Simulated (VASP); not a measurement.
Here is a VASP 6.6.1 calculation.

INCAR

```
SYSTEM = AlN
  ALGO = Normal
  EDIFF = 1E-6
  ENCUT = 520
  GGA = PE
  ISIF = 2
  ISMEAR = 0
  LASPH = .True.
  LCHARG = .True.
  LELF = .True.
  LREAL = .False.
  LVHAR = .True.
  LWAVE = .False.
  NBANDS = 11
  NELM = 100
  PREC = Accurate
  SIGMA = 0.05
```

The input KPOINTS:

```
k-points
0
Gamma
  10 10 10
  0 0 0
```

File POSCAR:

```
AlN
1.0
    0.4959232049      2.3102763936      2.3102763936
    2.3102763936      0.4959232049      2.3102763936
    2.3102763936      2.3102763936      0.4959232049
Al N
1 1
Direct
    0.5000000000      0.5000000000      0.5000000000
    0.0000000000      0.0000000000      0.0000000000
```

Potentials or basis: VASP PAW PBE potentials, release 64 (Al, N).

Command:

```sh
$ cat potpaw_PBE.64/Al/POTCAR potpaw_PBE.64/N/POTCAR > POTCAR
$ mpirun -np 1 vasp_std > vasp.out
```

(1) Predict the pressure.

(2) Predict the band gap on the k mesh.

Answers

(1) 17.7 GPa.

(2) zero (band 4 reaches 12.16 eV, above the bottom of band 5 at 11.36 eV).
